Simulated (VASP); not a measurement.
Write the native input for VASP 6.6.1 that does the following.

```yaml
Task: single point
Functional: LDA
Potentials_or_basis: VASP PAW LDA potentials, release 64 (Sn_d, Te)
Cutoff: 520 eV
k_mesh: 10 × 10 × 10
Occupations: gaussian, width 0.03 eV
Spin: no spin polarisation
Dipole_correction: no
Further_INCAR_settings: ALGO = Normal; EDIFF = 1e-07; NBANDS = 17
```

The structure of SnTe lies in POSCAR:

```
SnTe
1.0
    0.0000000000      3.1185587808      3.1185587808
    3.1185587808      0.0000000000      3.1185587808
    3.1185587808      3.1185587808      0.0000000000
Sn Te
1 1
Direct
    0.0000000000     -0.0181814755      0.0000000000
    0.5000000000      0.5169147567      0.5000000000
```

This cell differs from its parent crystal: atoms displaced along a vibrational mode.

One way to write it, as run:

INCAR

```
SYSTEM = SnTe
ALGO     = Normal         ! electronic algorithm
EDIFF    = 1E-7           ! SCF threshold, eV
ENCUT    = 520            ! plane-wave cutoff, eV
ISIF     = 2              ! what is computed and relaxed
ISMEAR   = 0              ! smearing method
LASPH    = .TRUE.         ! aspherical terms in the spheres
LCHARG   = .FALSE.        ! write CHGCAR
LREAL    = .FALSE.        ! projectors in reciprocal space
LWAVE    = .FALSE.        ! write WAVECAR
NBANDS   = 17             ! bands
NELM     = 100            ! most SCF steps
PREC     = Accurate       ! precision mode
SIGMA    = 0.03           ! smearing width, eV
```

KPOINTS

```
k-points
0
G
  10 10 10
  0 0 0
```

Potentials or basis: VASP PAW LDA potentials, release 64 (Sn_d, Te).

Launch:

```bash
$ cat potpaw_LDA.64/Sn_d/POTCAR potpaw_LDA.64/Te/POTCAR > POTCAR
$ mpirun -np 1 vasp_std > vasp.out
```

Results of the run:

The pressure is 0.4 GPa and the largest force is 0.105 eV/Å. The band gap on the k mesh is 0.15 eV.

Caveat: the cell differs from its parent crystal (atoms displaced along a vibrational mode); spin-orbit coupling is left out, which moves the levels of the heavy elements.

It took 2 min on 1 thread of Intel(R) Xeon(R) Platinum 8375C CPU @ 2.90GHz (Ice Lake), on a shared host, peak memory 0.3 GiB.
